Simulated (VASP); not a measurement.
Here is a VASP 6.6.1 calculation.

Contents of INCAR:

```
SYSTEM = SiC
PREC = Accurate
ENCUT = 600
EDIFF = 1E-6
ISMEAR = 0
SIGMA = 0.02
LREAL = .False.
LASPH = .True.
NELM = 120
ALGO = Normal
ISIF = 2
LWAVE = .False.
LCHARG = .False.
GGA = PS
NBANDS = 11
GGA_COMPAT = .False.
```

Contents of KPOINTS:

```
Automatic mesh
0
Gamma
  10 10 10
  0 0 0
```

POSCAR

```
SiC
1.0
    0.0000000000      2.1851360485      2.1566458813
    2.1851360485      0.0000000000      2.1566458813
    2.1851360485      2.1851360485      0.0000000000
Si C
1 1
Direct
    0.0000000000      0.0000000000      0.0000000000
    0.2500000000      0.2500000000      0.2500000000
```

Potentials or basis: VASP PAW PBE potentials, release 64 (Si, C).

Run with:

```console
$ cat potpaw_PBE.64/Si/POTCAR potpaw_PBE.64/C/POTCAR > POTCAR
$ mpirun -np 1 vasp_std > vasp.out
```

(1) Predict the band gap on the k mesh.

(2) What does it give for the pressure?

Answers

(1) 1.09 eV (least direct gap 4.43 eV).

(2) 1.1 GPa.

Caveat: the cell differs from its parent crystal (strained cell); the PAW data sets were made with another functional, which shifts forces and pressure a little.
